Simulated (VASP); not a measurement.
# Ti4C3 (C2/m) in VASP: single point with PBE

Aim: the single point of Ti4C3 with PBE.

All numbers are computed with VASP 6.6.1; they aren't measurements. Logs are shortened: lines on timing, memory, paths and dates and some standing lists are left out, and cuts for length are marked.

## Step 1: The cell of the first run

It takes space group C2/m (No. 12, monoclinic). Conventional cell: a = 11.173 Å, b = 3.106 Å, c = 5.273 Å, α = 90.00°, β = 117.39°, γ = 90.00°. Ti (site symmetry m) has 4 C at 2.08 to 2.18 Å within 2.7 Å. Ti (site symmetry m) has 5 C at 2.13 to 2.21 Å within 2.8 Å. C (site symmetry m) has 6 Ti at 2.08 to 2.21 Å and 1 C at 2.61 Å within 2.7 Å. C (site symmetry 2/m) has 6 Ti at 2.16 to 2.18 Å and 2 C at 2.61 Å within 2.9 Å.

The cell was generated, and may not be a known phase.

## Step 2: Single point, PBE

File INCAR:

```
SYSTEM = Ti4C3
  PREC = Accurate
  ENCUT = 520
  EDIFF = 1E-6
  ISMEAR = 0
  SIGMA = 0.2
  LREAL = .False.
  LASPH = .True.
  NELM = 60
  ALGO = Normal
  ISIF = 2
  LWAVE = .False.
  LCHARG = .False.
  GGA = PE
  NBANDS = 39
```

File KPOINTS:

```
Automatic mesh
0
Gamma
  5 5 4
  0 0 0
```

File POSCAR:

```
Ti4C3
1.0
    5.5814757876     -1.5527602087      0.2424830263
    5.5814757876      1.5527602087      0.2424830263
   -2.6269717244      0.0000000000      4.5725649174
Ti C
4 3
Direct
    0.1316357920      0.1316357920      0.4598806833
    0.8683642080      0.8683642080      0.5401193167
    0.3708117407      0.3708117407      0.0232053174
    0.6291882593      0.6291882593      0.9767946826
    0.2629400852      0.2629400852      0.2672042421
    0.7370599148      0.7370599148      0.7327957579
    0.0000000000      0.0000000000      0.0000000000
```

Potentials or basis: VASP PAW PBE potentials, release 64 (Ti_sv, C).

Run with:

```bash
$ cat potpaw_PBE.64/Ti_sv/POTCAR potpaw_PBE.64/C/POTCAR > POTCAR
$ mpirun -np 1 vasp_std > vasp.out
```

OUTCAR:

```text
SYSTEM = Ti4C3
   PREC = Accurate
   ENCUT = 520
   EDIFF = 1E-6
   ISMEAR = 0
   LREAL = .False.
   LASPH = .True.
   NELM = 60
   ISIF = 2
   GGA = PE

 ion  position               nearest neighbor table
   1  0.132  0.132  0.460-   6 2.08   6 2.08   5 2.13   7 2.18
   2  0.868  0.868  0.540-   5 2.08   5 2.08   6 2.13   7 2.18
   3  0.371  0.371  0.023-   5 2.13   7 2.16   7 2.16   6 2.21   6 2.21
   4  0.629  0.629  0.977-   6 2.13   7 2.16   7 2.16   5 2.21   5 2.21
   5  0.263  0.263  0.267-   2 2.08   2 2.08   3 2.13   1 2.13   4 2.21   4 2.21
   6  0.737  0.737  0.733-   1 2.08   1 2.08   4 2.13   2 2.13   3 2.21   3 2.21
   7  0.000  0.000  0.000-   4 2.16   4 2.16   3 2.16   3 2.16   1 2.18   2 2.18

  LATTYP: Found a base centered monoclinic cell.
 ALAT       =    11.1734811023
 B/A-ratio  =     0.2779366957
 C/A-ratio  =     0.4719617110
 COS(beta)  =    -0.4600459441

  Lattice vectors:

 A1 = (   5.5814757876,  -1.5527602087,   0.2424830263)
 A2 = (   5.5814757876,   1.5527602087,   0.2424830263)
 A3 = (  -2.6269717244,   0.0000000000,   4.5725649174)

Analysis of symmetry for initial positions (statically):
=====================================================================
 Subroutine PRICEL returns:
 Original cell was already a primitive cell.

 Routine SETGRP: Setting up the symmetry group for a
 base centered monoclinic supercell.

 Subroutine GETGRP returns: Found  4 space group operations
 (whereof  4 operations were pure point group operations)
 out of a pool of  4 trial point group operations.

The static configuration has the point symmetry C_2h.

Analysis of symmetry for dynamics (positions and initial velocities):
=====================================================================
 Subroutine PRICEL returns:
 Original cell was already a primitive cell.

 Routine SETGRP: Setting up the symmetry group for a
 base centered monoclinic supercell.

 Subroutine GETGRP returns: Found  4 space group operations
 (whereof  4 operations were pure point group operations)
 out of a pool of  4 trial point group operations.

The dynamic configuration has the point symmetry C_2h.

 Subroutine INISYM returns: Found  4 space group operations
 (whereof  4 operations are pure point group operations),
 and found     1 'primitive' translations

----------------------------------------------------------------------------------------

                                     Primitive cell

  volume of cell :      81.2362

  direct lattice vectors                    reciprocal lattice vectors
     5.581475788 -1.552760209  0.242483026     0.087400607 -0.322007221  0.050212283
     5.581475788  1.552760209  0.242483026     0.087400607  0.322007221  0.050212283
    -2.626971724  0.000000000  4.572564917    -0.009269705  0.000000000  0.213370125

  length of vectors
     5.798511382  5.798511382  5.273455259     0.337414863  0.337414863  0.213571388

  position of ions in fractional coordinates (direct lattice)
     0.131635792  0.131635792  0.459880683
     0.868364208  0.868364208  0.540119317
     0.370811741  0.370811741  0.023205317
     0.629188259  0.629188259  0.976794683
     0.262940085  0.262940085  0.267204242
     0.737059915  0.737059915  0.732795758
     0.000000000  0.000000000  0.000000000

  ion indices of the primitive-cell ions
   primitive index   ion index
                 1           1
                 2           2
                 3           3
                 4           4
                 5           5
                 6           6
                 7           7

----------------------------------------------------------------------------------------

 KPOINTS: Automatic mesh

Automatic generation of k-mesh.
 Grid dimensions read from file:
 generate k-points for:    5    5    4

 Generating k-lattice:

  Cartesian coordinates                     Fractional coordinates (reciprocal lattice)
     0.017480121 -0.064401444  0.010042457     0.200000000 -0.000000000  0.000000000
     0.017480121  0.064401444  0.010042457    -0.000000000  0.200000000  0.000000000
    -0.002317426  0.000000000  0.053342531     0.000000000  0.000000000  0.250000000

  Length of vectors
     0.067482973  0.067482973  0.053392847

  Shift w.r.t. Gamma in fractional coordinates (k-lattice)
     0.000000000  0.000000000  0.000000000

 Subroutine IBZKPT returns following result:
 ===========================================

 Found     33 irreducible k-points:

 Following reciprocal coordinates:
            Coordinates               Weight
  0.000000  0.000000  0.000000      1.000000
  0.200000  0.000000 -0.000000      4.000000
  0.400000  0.000000 -0.000000      4.000000
  0.200000  0.200000 -0.000000      2.000000
  0.400000  0.200000  0.000000      4.000000
 -0.400000  0.200000  0.000000      4.000000
[... 16 lines left out ...]
 -0.200000 -0.400000  0.250000      4.000000
 -0.200000 -0.200000  0.250000      2.000000
 [... further k-points ...]
   k-points           NKPTS =     33   k-points in BZ     NKDIM =     33   number of bands    NBANDS=     39
   number of dos      NEDOS =    301   number of ions     NIONS =      7
   total plane-waves  NPLWV =  92160
   dimension x,y,z NGX =    48 NGY =   48 NGZ =   40
   dimension x,y,z NGXF=    96 NGYF=   96 NGZF=   80
   ions per type =               4   3
   NGX,Y,Z   is equivalent  to a cutoff of  13.76, 13.76, 12.61 a.u.
   NGXF,Y,Z  is equivalent  to a cutoff of  27.52, 27.52, 25.22 a.u.
 SYSTEM =  Ti4C3
   PREC   = accura    normal or accurate (medium, high low for compatibility)
   ISTART =      0    job   : 0-new  1-cont  2-samecut
   ICHARG =      2    charge: 1-file 2-atom 10-const
   ISPIN  =      1    spin polarized calculation?
   LNONCOLLINEAR =      F non collinear calculations
   LSORBIT =      F    spin-orbit coupling
   LASPH  =      T    aspherical Exc in radial PAW
   ENCUT  =  520.0 eV  38.22 Ry    6.18 a.u.  10.78 10.78  9.81*2*pi/ulx,y,z
   NELM   =     60;   NELMIN=  2; NELMDL= -5     # of ELM steps
   EDIFF  = 0.1E-05   stopping-criterion for ELM
   LREAL  =      F    real-space projection
   EDIFFG = 0.1E-04   stopping-criterion for IOM
   NSW    =      0    number of steps for IOM
   IBRION =     -1    ionic relax: 0-MD 1-quasi-New 2-CG
   NFREE  =      0    steps in history (QN), initial steepest desc. (CG)
   ISIF   =      2    stress and relaxation
   ISYM   =      2    0-nonsym 1-usesym 2-fastsym
   POTIM  = 0.5000    time-step for ionic-motion
   TEBEG  =    0.0;   TEEND  =   0.0 temperature during run
   PSTRESS=    0.0 pullay stress
   NELECT =      60.0000    total number of electrons
   NUPDOWN=      -1.0000    fix difference up-down
   EMIN   =  10.00;   EMAX   =-10.00  energy-range for DOS
   EFERMI =   0.00;   METHOD = LEGACY
   ISMEAR =     0;   SIGMA  =   0.20  broadening in eV -4-tet -1-fermi 0-gaus
   EFERMI_NEDOS =   21; number of points for ismear=-14 and -15
   IALGO  =     38    algorithm
   IMIX   =      4    mixing-type and parameters
     AMIX     =   0.40;   BMIX     =  1.00
     AMIX_MAG =   1.60;   BMIX_MAG =  1.00
  volume/ion in A,a.u.               =      11.61        78.32
  Fermi-wavevector in a.u.,A,eV,Ry     =   1.479819  2.796453 29.794918  2.189865
  Thomas-Fermi vector in A             =   2.593930
   LORBIT       =      0    0 simple, 1 ext, 2 COOP (PROOUT), +10 PAW based schemes
   GGA     = PE    functional components
   LHFCALC =     F    Hartree Fock is set to
   AEXX    =    0.0000 exact exchange contribution
   IVDW    =     0    specifies the selected vdW correction
   LEPSILON=     F    determine dielectric tensor
   LRPA    =     F    only Hartree local field effects (RPA)
 non-spin polarized calculation
 Gauss-broadening in eV      SIGMA  =   0.20
  energy-cutoff  :      520.00
  volume of cell :       81.24
 maximum number of plane-waves:      2209
 NGX is ok and might be reduce to    48
   NGX = 21   NGY = 21   NGZ = 19

 number of electron      60.0000002 magnetization

 Free energy of the ion-electron system (eV)
  ---------------------------------------------------
  ext. energy  EPLUGINS =         0.00000000
  ---------------------------------------------------
  free energy    TOTEN  =       -64.05853836 eV

  energy without entropy =      -63.99685656  energy(sigma->0) =      -64.02769746

 E-fermi :   8.7767     XC(G=0): -12.1779

 val. band max:        8.7561088387   @ k =  -0.4000  -0.4000   0.2500
 cond. band min:       8.7916397631   @ k =   0.4000   0.2000   0.5000
 fundamental gap:      0.0355309244
 Fermi energy:         8.7767062631

 k-point     1 :       0.0000    0.0000    0.0000
  band No.  band energies     occupation
      1     -47.8432      2.00000
      2     -47.7629      2.00000
      3     -47.7575      2.00000
      4     -47.7453      2.00000
      5     -24.3595      2.00000
      6     -24.3560      2.00000
[... 31 lines left out ...]
     38      11.2242      0.00000
     39      11.6935      0.00000

 k-point     2 :       0.2000    0.0000   -0.0000
  band No.  band energies     occupation
      1     -47.8251      2.00000
      2     -47.7576      2.00000
      3     -47.7533      2.00000
      4     -47.7449      2.00000
      5     -24.3128      2.00000
      6     -24.3059      2.00000
[... 31 lines left out ...]
     38      11.5561      0.00000
     39      12.0467      0.00000

 k-point     3 :       0.4000    0.0000   -0.0000
  band No.  band energies     occupation
      1     -47.7861      2.00000
      2     -47.7556      2.00000
      3     -47.7480      2.00000
      4     -47.7457      2.00000
      5     -24.2580      2.00000
      6     -24.2395      2.00000
[... 31 lines left out ...]
     38      11.7565      0.00000
     39      11.8655      0.00000

 k-point     4 :       0.2000    0.2000   -0.0000
  band No.  band energies     occupation
      1     -47.8367      2.00000
      2     -47.7700      2.00000
      3     -47.7589      2.00000
      4     -47.7435      2.00000
      5     -24.3549      2.00000
      6     -24.3148      2.00000
[... 31 lines left out ...]
     38      11.4978      0.00000
     39      11.6496      0.00000
[... 754 lines left out ...]
     38      11.4528      0.00000
     39      11.5712      0.00000

 k-point    23 :      -0.2000   -0.4000    0.2500
  band No.  band energies     occupation
      1     -47.8146      2.00000
      2     -47.7636      2.00000
      3     -47.7553      2.00000
      4     -47.7475      2.00000
      5     -24.2944      2.00000
      6     -24.2733      2.00000
[... 31 lines left out ...]
     38      11.5806      0.00000
     39      12.0304      0.00000

 k-point    24 :      -0.2000   -0.2000    0.2500
  band No.  band energies     occupation
      1     -47.8329      2.00000
      2     -47.7684      2.00000
      3     -47.7570      2.00000
      4     -47.7508      2.00000
      5     -24.3288      2.00000
      6     -24.3184      2.00000
[... 31 lines left out ...]
     38      11.4234      0.00000
     39      11.4236      0.00000

 [... further k-points ...]

------------------------ aborting loop because EDIFF is reached ----------------------------------------

  FORCE on cell =-STRESS in cart. coord.  units (eV):
  Direction    XX          YY          ZZ          XY          YZ          ZX
  --------------------------------------------------------------------------------------
  -------------------------------------------------------------------------------------
  Total        0.1618519      0.0982749     -0.1353483      0.0000000      0.0000000      0.0758501
  in kB        3.1921154      1.9382216     -2.6693994      0.0000000      0.0000000      1.4959501
  external PRESSURE =       0.8203126 kB  Pullay stress =       0.0000000 kB

 VOLUME and BASIS-vectors are now :
 -----------------------------------------------------------------------------
  energy-cutoff  :      520.00
  volume of cell :       81.24
      direct lattice vectors                 reciprocal lattice vectors
     5.581475788 -1.552760209  0.242483026     0.087400607 -0.322007221  0.050212283
     5.581475788  1.552760209  0.242483026     0.087400607  0.322007221  0.050212283
    -2.626971724  0.000000000  4.572564917    -0.009269705  0.000000000  0.213370125

 POSITION                                       TOTAL-FORCE (eV/Angst)
 -----------------------------------------------------------------------------------
      0.26135      0.00000      2.16667        -0.018255      0.000000     -0.044870
      8.27463      0.00000      2.89086         0.018255      0.000000      0.044870
      4.07839      0.00000      0.28594        -0.012334      0.000000      0.034609
      4.45759      0.00000      4.77159         0.012334      0.000000     -0.034609
      2.23325      0.00000      1.34933        -0.009238      0.000000     -0.036110
      6.30273      0.00000      3.70821         0.009238      0.000000      0.036110
      0.00000      0.00000      0.00000        -0.000000      0.000000      0.000000
 -----------------------------------------------------------------------------------
    total drift:                                0.000000     -0.000000     -0.000000

  FREE ENERGIE OF THE ION-ELECTRON SYSTEM (eV)
  ---------------------------------------------------
  free  energy   TOTEN  =       -64.0585383611 eV

  energy  without entropy=      -63.9968565610  energy(sigma->0) =      -64.02769746
```

It took 6 min on 1 thread of AMD EPYC 7R43 (Zen 3), shared host; peak memory 0.26 GiB.

What came out:

* Free energy: -64.0585 eV
* Pressure: 0.1 GPa
* Largest force: 0.048 eV/Å
* Band gap on the k mesh: zero (bands 30 and 31 overlap by 0.71 eV)

Forces on the atoms (eV/Å):
```
Ti  -0.018  0.000 -0.045
Ti   0.018  0.000  0.045
Ti  -0.012  0.000  0.035
Ti   0.012  0.000 -0.035
C   -0.009  0.000 -0.036
C    0.009  0.000  0.036
C    0.000  0.000  0.000
```

Stress tensor (GPa, compression positive):
```
 0.32  0.00  0.15
 0.00  0.19  0.00
 0.15  0.00 -0.27
```

Levels at points of the mesh, in eV from the Fermi level:
```tsv
k point	band 28	band 29	band 30	band 31	band 32	band 33
(0.00, 0.00, 0.00)	-1.42	-0.92	0.64	0.88	1.09	1.43
(0.00, 0.00, 0.50)	-1.54	-0.48	-0.45	0.44	1.11	1.47
```

Caveat: the k points lie up to 0.42 Å⁻¹ apart, too coarse for converged energies and pressures of a metal.

The gap in the log of VASP goes by the Fermi energy; the results here count the filled bands.